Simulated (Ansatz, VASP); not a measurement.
# One calculation of CdF2, two programs

File INCAR:

```
SYSTEM = CdF2
ALGO     = Normal         ! electronic algorithm
EDIFF    = 1E-6           ! SCF threshold, eV
ENCUT    = 520            ! plane-wave cutoff, eV
GGA      = PS             ! functional
ISIF     = 2              ! what is computed and relaxed
ISMEAR   = 0              ! smearing method
LASPH    = .TRUE.         ! aspherical terms in the spheres
LCHARG   = .FALSE.        ! write CHGCAR
LREAL    = .FALSE.        ! projectors in reciprocal space
LWAVE    = .FALSE.        ! write WAVECAR
NBANDS   = 20             ! bands
NELM     = 60             ! most SCF steps
PREC     = Accurate       ! precision mode
SIGMA    = 0.05           ! smearing width, eV
```

Contents of KPOINTS:

```
k-points
0
G
  10 10 10
  0 0 0
```

File POSCAR:

```
CdF2
1.0
    0.0000000000      2.6940000000      2.6940000000
    2.6940000000      0.0000000000      2.6940000000
    2.6940000000      2.6940000000      0.0000000000
Cd F
1 2
Direct
    0.0000000000      0.0000000000      0.0000000000
    0.2500000000      0.2500000000      0.2500000000
    0.7500000000      0.7500000000      0.7500000000
```

Input for Ansatz:

```yaml
crystal:
  lattice:
    - [0.0, 2.694, 2.694]
    - [2.694, 0.0, 2.694]
    - [2.694, 2.694, 0.0]
  atoms:
    - { symbol: Cd, position: [0.0, 0.0, 0.0] }
    - { symbol: F, position: [0.25, 0.25, 0.25] }
    - { symbol: F, position: [0.75, 0.75, 0.75] }
basis:
  ecutwfc: 420
  fft_grid_basis: typed
kpoints:
  mp_grid: { grid: [10, 10, 10] }
hamiltonian:
  xc: pbesol
  pseudopotentials: { kind: paw }
scf:
  occupations: { method: gaussian, width: 0.05 }
output:
  forces: true
  stress: true
  eigenvalues: true
  bader: true
  write_density: true
  volumetric_format: npy
```

Alike in both runs: task single point; functional PBEsol; k mesh 10 × 10 × 10; occupations gaussian, width 0.05 eV; no spin polarisation.

|  | VASP | Ansatz |
| --- | --- | --- |
| version | VASP 6.6.1 | Ansatz 0.2.0 |
| potentials or method | VASP PAW PBE potentials, release 64 (Cd, F), cutoff 520 eV | scalar-relativistic, plane waves, PAW |
| valence electrons in the cell | 26 | 34 |

|  | VASP | Ansatz | Ansatz less VASP |
| --- | --- | --- | --- |
| gap on the k mesh at the Fermi level (eV) | 2.91 | 2.94 | +0.032 |
| pressure (GPa) | 0.5 | -0.2 | -0.78 |

VASP's potentials were made for PBE, not for PBEsol. VASP's potentials hold 26 valence electrons a cell and Ansatz's 34, so a difference there can come from the potentials and not from the codes.
